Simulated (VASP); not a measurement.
# CdS (P6_3mc) in VASP: a series of runs

The runs below take CdS through single point, with PBE.

Everything below comes from runs of VASP 6.6.1. Logs are shortened: lines on timing, memory, paths and dates and some standing lists are left out, and cuts for length are marked.

### Step 1. The cell of the first run

The structure is hexagonal, space group P6_3mc (No. 186). The conventional cell has a = 4.050 Å, b = 4.050 Å, c = 6.611 Å, α = 90.00°, β = 90.00°, γ = 120.00°. Cd (site symmetry 3m) has 4 S at 2.46 to 2.55 Å within 3.2 Å. S (site symmetry 3m) has 4 Cd at 2.46 to 2.55 Å within 3.2 Å.

### Step 2. Single point, PBE (volume scaled by 0.94)

The input, INCAR:

```
PREC = Accurate
ENCUT = 520
EDIFF = 1E-6
ISMEAR = -1
SIGMA = 0.01
LREAL = F
LASPH = T
NELM = 100
ALGO = Normal
ISIF = 2
LWAVE = F
LCHARG = T
GGA = PE
LELF = T
LVHAR = T
NBANDS = 26
```

The input, KPOINTS:

```
Automatic mesh
0
Gamma
  7 7 4
```

The input, POSCAR:

```
CdS
1.0
    4.0503918620      0.0000000000      0.0000000000
   -2.0251959310      3.5077422478      0.0000000000
    0.0000000000      0.0000000000      6.6112266477
Cd S
2 2
Direct
    0.3333333333      0.6666666667      0.0000000000
    0.6666666667      0.3333333333      0.5000000000
    0.3333333333      0.6666666667      0.3850000000
    0.6666666667      0.3333333333      0.8850000000
```

Potentials or basis: VASP PAW PBE potentials, release 64 (Cd, S).

Started as:

```sh
> cat potpaw_PBE.64/Cd/POTCAR potpaw_PBE.64/S/POTCAR > POTCAR
> mpirun -np 1 vasp_std > vasp.out
```

OUTCAR:

```text
PREC = Accurate
   ENCUT = 520
   EDIFF = 1E-6
   ISMEAR = -1
   LREAL = F
   LASPH = T
   NELM = 100
   ISIF = 2
   GGA = PE

 ion  position               nearest neighbor table
   1  0.333  0.667  0.000-   4 2.46   4 2.46   4 2.46   3 2.55
   2  0.667  0.333  0.500-   3 2.46   3 2.46   3 2.46   4 2.55
   3  0.333  0.667  0.385-   2 2.46   2 2.46   2 2.46   1 2.55
   4  0.667  0.333  0.885-   1 2.46   1 2.46   1 2.46   2 2.55

  LATTYP: Found a hexagonal cell.
 ALAT       =     4.0503918620
 C/A-ratio  =     1.6322437120

  Lattice vectors:

 A1 = (   4.0503918620,   0.0000000000,   0.0000000000)
 A2 = (  -2.0251959310,   3.5077422478,   0.0000000000)
 A3 = (   0.0000000000,   0.0000000000,   6.6112266477)

Analysis of symmetry for initial positions (statically):
=====================================================================
 Subroutine PRICEL returns:
 Original cell was already a primitive cell.

 Routine SETGRP: Setting up the symmetry group for a
 hexagonal supercell.

 Subroutine GETGRP returns: Found 12 space group operations
 (whereof  6 operations were pure point group operations)
 out of a pool of 24 trial point group operations.

The static configuration has the point symmetry C_3v.
 The point group associated with its full space group is C_6v.

Analysis of symmetry for dynamics (positions and initial velocities):
=====================================================================
 Subroutine PRICEL returns:
 Original cell was already a primitive cell.

 Routine SETGRP: Setting up the symmetry group for a
 hexagonal supercell.

 Subroutine GETGRP returns: Found 12 space group operations
 (whereof  6 operations were pure point group operations)
 out of a pool of 24 trial point group operations.

The dynamic configuration has the point symmetry C_3v.
 The point group associated with its full space group is C_6v.

 Subroutine INISYM returns: Found 12 space group operations
 (whereof  6 operations are pure point group operations),
 and found     1 'primitive' translations

----------------------------------------------------------------------------------------

                                     Primitive cell

  volume of cell :      93.9305

  direct lattice vectors                    reciprocal lattice vectors
[... 80 lines left out ...]
 SYSTEM =  unknown system
   PREC   = accura    normal or accurate (medium, high low for compatibility)
   ISTART =      0    job   : 0-new  1-cont  2-samecut
   ICHARG =      2    charge: 1-file 2-atom 10-const
   ISPIN  =      1    spin polarized calculation?
   LNONCOLLINEAR =      F non collinear calculations
   LSORBIT =      F    spin-orbit coupling
   LASPH  =      T    aspherical Exc in radial PAW
   ENCUT  =  520.0 eV  38.22 Ry    6.18 a.u.   7.53  7.53 12.29*2*pi/ulx,y,z
   NELM   =    100;   NELMIN=  2; NELMDL= -5     # of ELM steps
   EDIFF  = 0.1E-05   stopping-criterion for ELM
   LREAL  =      F    real-space projection
   EDIFFG = 0.1E-04   stopping-criterion for IOM
   NSW    =      0    number of steps for IOM
   IBRION =     -1    ionic relax: 0-MD 1-quasi-New 2-CG
   NFREE  =      0    steps in history (QN), initial steepest desc. (CG)
   ISIF   =      2    stress and relaxation
   ISYM   =      2    0-nonsym 1-usesym 2-fastsym
   POTIM  = 0.5000    time-step for ionic-motion
   TEBEG  =    0.0;   TEEND  =   0.0 temperature during run
   PSTRESS=    0.0 pullay stress
   NELECT =      36.0000    total number of electrons
   NUPDOWN=      -1.0000    fix difference up-down
   EMIN   =  10.00;   EMAX   =-10.00  energy-range for DOS
   EFERMI =   0.00;   METHOD = LEGACY
   ISMEAR =    -1;   SIGMA  =   0.01  broadening in eV -4-tet -1-fermi 0-gaus
   EFERMI_NEDOS =   21; number of points for ismear=-14 and -15
   IALGO  =     38    algorithm
   IMIX   =      4    mixing-type and parameters
     AMIX     =   0.40;   BMIX     =  1.00
     AMIX_MAG =   1.60;   BMIX_MAG =  1.00
  volume/ion in A,a.u.               =      23.48       158.47
  Fermi-wavevector in a.u.,A,eV,Ry     =   1.189159  2.247185 19.240000  1.414100
  Thomas-Fermi vector in A             =   2.325273
   LORBIT       =      0    0 simple, 1 ext, 2 COOP (PROOUT), +10 PAW based schemes
   GGA     = PE    functional components
[... 5 lines left out ...]
 non-spin polarized calculation
  energy-cutoff  :      520.00
  volume of cell :       93.93
 maximum number of plane-waves:      2551
 NGX is ok and might be reduce to    30
   NGX = 15   NGY = 15   NGZ = 25

 number of electron      36.0000025 magnetization

 Free energy of the ion-electron system (eV)
  ---------------------------------------------------
  ext. energy  EPLUGINS =         0.00000000
  ---------------------------------------------------
  free energy    TOTEN  =       -12.04992669 eV

  energy without entropy =      -12.04992669  energy(sigma->0) =      -12.04992669

 E-fermi :   2.0337     XC(G=0):  -9.4023

 val. band max:        1.8024684484   @ k =   0.0000   0.0000   0.0000
 cond. band min:       3.1706157685   @ k =   0.0000   0.0000   0.0000
 fundamental gap:      1.3681473201
 Fermi energy:         2.0336570697

 k-point     1 :       0.0000    0.0000    0.0000
  band No.  band energies     occupation
      1     -10.9334      2.00000
      2     -10.4639      2.00000
      3      -6.1509      2.00000
      4      -6.1509      2.00000
      5      -6.0706      2.00000
      6      -6.0706      2.00000
[... 685 lines left out ...]
     25      10.5765      0.00000
     26      10.5765      0.00000

------------------------ aborting loop because EDIFF is reached ----------------------------------------

  FORCE on cell =-STRESS in cart. coord.  units (eV):
  Direction    XX          YY          ZZ          XY          YZ          ZX
  --------------------------------------------------------------------------------------
  -------------------------------------------------------------------------------------
  Total        5.0714583      5.0714583      3.1378629      0.0000000     -0.0000000      0.0000000
  in kB       86.5040979     86.5040979     53.5226713      0.0000000     -0.0000000      0.0000000
  external PRESSURE =      75.5102891 kB  Pullay stress =       0.0000000 kB

 VOLUME and BASIS-vectors are now :
 -----------------------------------------------------------------------------
  energy-cutoff  :      520.00
  volume of cell :       93.93
      direct lattice vectors                 reciprocal lattice vectors
     4.050391862  0.000000000  0.000000000     0.246889692  0.142541830  0.000000000
    -2.025195931  3.507742248  0.000000000     0.000000000  0.285083660  0.000000000
     0.000000000  0.000000000  6.611226648     0.000000000  0.000000000  0.151257861

 POSITION                                       TOTAL-FORCE (eV/Angst)
 -----------------------------------------------------------------------------------
     -0.00000      2.33849      0.00000        -0.000000     -0.000000      0.338717
      2.02520      1.16925      3.30561         0.000000      0.000000      0.338717
     -0.00000      2.33849      2.54532        -0.000000      0.000000     -0.338717
      2.02520      1.16925      5.85094        -0.000000      0.000000     -0.338717
 -----------------------------------------------------------------------------------
    total drift:                               -0.000000     -0.000000      0.000946

  FREE ENERGIE OF THE ION-ELECTRON SYSTEM (eV)
  ---------------------------------------------------
  free  energy   TOTEN  =       -12.0499266915 eV

  energy  without entropy=      -12.0499266915  energy(sigma->0) =      -12.04992669
```

stdout:

```text
POSCAR found type information on POSCAR CdS
 POSCAR found :  2 types and       4 ions
 scaLAPACK will be used
 LDA part: xc-table for (Slater+PW92), standard interpolation
 POSCAR, INCAR and KPOINTS ok, starting setup
 FFT: planning ... GRIDC
 FFT: planning ... GRID_SOFT
 FFT: planning ... GRID
 WAVECAR not read
 entering main loop
```

Wall time 46 s (1 thread of AMD EPYC 7R43 (Zen 3), shared host); peak memory 0.18 GiB.

What came out:

```
Free energy            : -12.0499 eV
Pressure               : 7.6 GPa
Largest force          : 0.339 eV/Å
Band gap on the k mesh : 1.37 eV, direct
```

Forces in eV/Å, atoms in the order of the input:
```
Cd   0.000  0.000  0.339
Cd   0.000  0.000  0.339
S    0.000  0.000 -0.339
S    0.000  0.000 -0.339
```

### Step 3. Single point, PBE (volume scaled by 0.98)

The input, INCAR:

```
SYSTEM = CdS
PREC     = Accurate       ! precision mode
ENCUT    = 520            ! plane-wave cutoff, eV
EDIFF    = 1E-6           ! SCF threshold, eV
ISMEAR   = -1             ! smearing method
SIGMA    = 0.01           ! smearing width, eV
LREAL    = .False.        ! projectors in reciprocal space
LASPH    = .True.         ! aspherical terms in the spheres
NELM     = 60             ! most SCF steps
ALGO     = Normal         ! electronic algorithm
ISIF     = 2              ! what is computed and relaxed
LWAVE    = .False.        ! write WAVECAR
LCHARG   = .False.        ! write CHGCAR
GGA      = PE             ! functional
NBANDS   = 26             ! bands
```

The input, KPOINTS:

```
regular mesh
0
Gamma
  7 7 4
  0 0 0
```

The input, POSCAR:

```
CdS
1.0
    4.1070480370      0.0000000000      0.0000000000
   -2.0535240185      3.5568079346      0.0000000000
    0.0000000000      0.0000000000      6.7037033332
Cd S
2 2
Direct
    0.3333333333      0.6666666667      0.0000000000
    0.6666666667      0.3333333333      0.5000000000
    0.3333333333      0.6666666667      0.3850000000
    0.6666666667      0.3333333333      0.8850000000
```

Potentials or basis: VASP PAW PBE potentials, release 64 (Cd, S).

Started as:

```sh
> cat potpaw_PBE.64/Cd/POTCAR potpaw_PBE.64/S/POTCAR > POTCAR
> mpirun -np 1 vasp_std > vasp.out
```

Run time: 48 s. Hardware: 1 thread of AMD EPYC 7R43 (Zen 3), shared host; peak memory 0.2 GiB.

The run converged. Its results:

| Property | Result |
| --- | --- |
| Free energy | -12.1966 eV |
| Pressure | 4.3 GPa |
| Largest force | 0.291 eV/Å |
| Band gap on the k mesh | 1.28 eV, direct |

Forces on the atoms (eV/Å):
```
Cd   0.000  0.000  0.291
Cd   0.000  0.000  0.291
S    0.000  0.000 -0.291
S    0.000  0.000 -0.291
```

Stress tensor (GPa, compression positive):
```
5.14 0.00 0.00
0.00 5.14 0.00
0.00 0.00 2.52
```

Levels at points of the mesh, in eV from the valence-band top:
```csv
k point,band 14,band 15,band 16,band 17,band 18,band 19,band 20,band 21,band 22,band 23
"(0.00, 0.00, 0.00)",-0.72,-0.72,-0.05,0.00,0.00,1.28,2.75,6.48,6.48,6.76
"(0.00, 0.00, 0.50)",-2.45,-0.37,-0.37,-0.37,-0.37,2.87,2.87,6.15,6.15,6.82
```

### Step 4. Single point, PBE (volume scaled by 1.01)

The input, INCAR:

```
PREC = Accurate
ENCUT = 520
EDIFF = 1E-6
ISMEAR = -1
SIGMA = 0.01
LREAL = F
LASPH = T
NELM = 60
ALGO = Normal
ISIF = 2
LWAVE = F
LCHARG = F
GGA = PE
NBANDS = 26
```

The input, KPOINTS:

```
Automatic mesh
0
Gamma
  7 7 4
```

The input, POSCAR:

```
CdS
1.0
    4.1485361787      0.0000000000      0.0000000000
   -2.0742680894      3.5927377193      0.0000000000
    0.0000000000      0.0000000000      6.7714220916
Cd S
2 2
Direct
    0.3333333333      0.6666666667      0.0000000000
    0.6666666667      0.3333333333      0.5000000000
    0.3333333333      0.6666666667      0.3850000000
    0.6666666667      0.3333333333      0.8850000000
```

Started as:

```sh
> cat potpaw_PBE.64/Cd/POTCAR potpaw_PBE.64/S/POTCAR > POTCAR
> mpirun -np 1 vasp_std > vasp.out
```

Wall time 48 s (1 thread of AMD EPYC 7R43 (Zen 3), shared host); peak memory 0.2 GiB.

The run converged. Its results:

```
Free energy            : -12.2574 eV
Pressure               : 2.2 GPa
Largest force          : 0.259 eV/Å
Band gap on the k mesh : 1.21 eV, direct
```

Forces on the atoms (eV/Å):
```
Cd   0.000  0.000  0.259
Cd   0.000  0.000  0.259
S    0.000  0.000 -0.259
S    0.000  0.000 -0.259
```

Stress tensor (GPa, compression positive):
```
2.96 0.00 0.00
0.00 2.96 0.00
0.00 0.00 0.78
```

Levels at points of the mesh, in eV from the valence-band top:
| k point | band 15 | band 16 | band 17 | band 18 | band 19 | band 20 | band 21 | band 22 |
| --- | --- | --- | --- | --- | --- | --- | --- | --- |
| (0.00, 0.00, 0.00) | -0.68 | -0.04 | 0.00 | 0.00 | 1.21 | 2.71 | 6.49 | 6.49 |
| (0.00, 0.00, 0.50) | -0.35 | -0.35 | -0.35 | -0.35 | 2.80 | 2.80 | 6.13 | 6.13 |

### Step 5. Single point, PBE (volume scaled by 1.04)

Edit INCAR of step 4 so:

```diff
@@ -2,3 +2,3 @@
 ENCUT = 520
-EDIFF = 1E-6
+EDIFF = 1E-7
 ISMEAR = -1
```

KPOINTS is that of step 4.

The input, POSCAR:

```
CdS
1.0
    4.1892106958      0.0000000000      0.0000000000
   -2.0946053479      3.6279628844      0.0000000000
    0.0000000000      0.0000000000      6.8378128164
Cd S
2 2
Direct
    0.3333333333      0.6666666667      0.0000000000
    0.6666666667      0.3333333333      0.5000000000
    0.3333333333      0.6666666667      0.3850000000
    0.6666666667      0.3333333333      0.8850000000
```

Started as:

```sh
> cat potpaw_PBE.64/Cd/POTCAR potpaw_PBE.64/S/POTCAR > POTCAR
> mpirun -np 1 vasp_std > vasp.out
```

Wall time 55 s (1 thread of AMD EPYC 7R43 (Zen 3), shared host); peak memory 0.2 GiB.

Results (log left out):

- Free energy: -12.2832 eV
- Pressure: 0.5 GPa
- Largest force: 0.230 eV/Å
- Band gap on the k mesh: 1.14 eV, direct

Forces in eV/Å, atoms in the order of the input:
```
Cd   0.000  0.000  0.230
Cd   0.000  0.000  0.230
S    0.000  0.000 -0.230
S    0.000  0.000 -0.230
```

Stress tensor (GPa, compression positive):
```
 1.11  0.00  0.00
 0.00  1.11  0.00
 0.00  0.00 -0.69
```

Levels at points of the mesh, in eV from the valence-band top:
| k point | band 14 | band 15 | band 16 | band 17 | band 18 | band 19 | band 20 | band 21 | band 22 | band 23 |
| --- | --- | --- | --- | --- | --- | --- | --- | --- | --- | --- |
| (0.00, 0.00, 0.00) | -0.65 | -0.65 | -0.02 | 0.00 | 0.00 | 1.14 | 2.67 | 6.49 | 6.49 | 6.76 |
| (0.00, 0.00, 0.50) | -2.30 | -0.33 | -0.33 | -0.33 | -0.33 | 2.73 | 2.73 | 6.09 | 6.09 | 6.82 |

### Step 6. The runs side by side

```tsv
cell	gap on the mesh (eV)	pressure (GPa)	largest force (eV/Å)
a = 4.050, b = 4.050, c = 6.611 Å, angles 90.0, 90.0, 120.0°, 4 atoms	1.37	7.6	0.34
a = 4.107, b = 4.107, c = 6.704 Å, angles 90.0, 90.0, 120.0°, 4 atoms	1.28	4.3	0.29
a = 4.149, b = 4.149, c = 6.771 Å, angles 90.0, 90.0, 120.0°, 4 atoms	1.21	2.2	0.26
a = 4.189, b = 4.189, c = 6.838 Å, angles 90.0, 90.0, 120.0°, 4 atoms	1.14	0.5	0.23
```

Alike in all rows: task single point; level PBE; potentials or basis VASP PAW PBE potentials, release 64 (Cd, S); no spin polarisation; k mesh 7 × 7 × 4; cutoff (eV) 520; smearing fermi-dirac 0.01 eV.

Absolute energies hang on the potentials; compare differences alone.
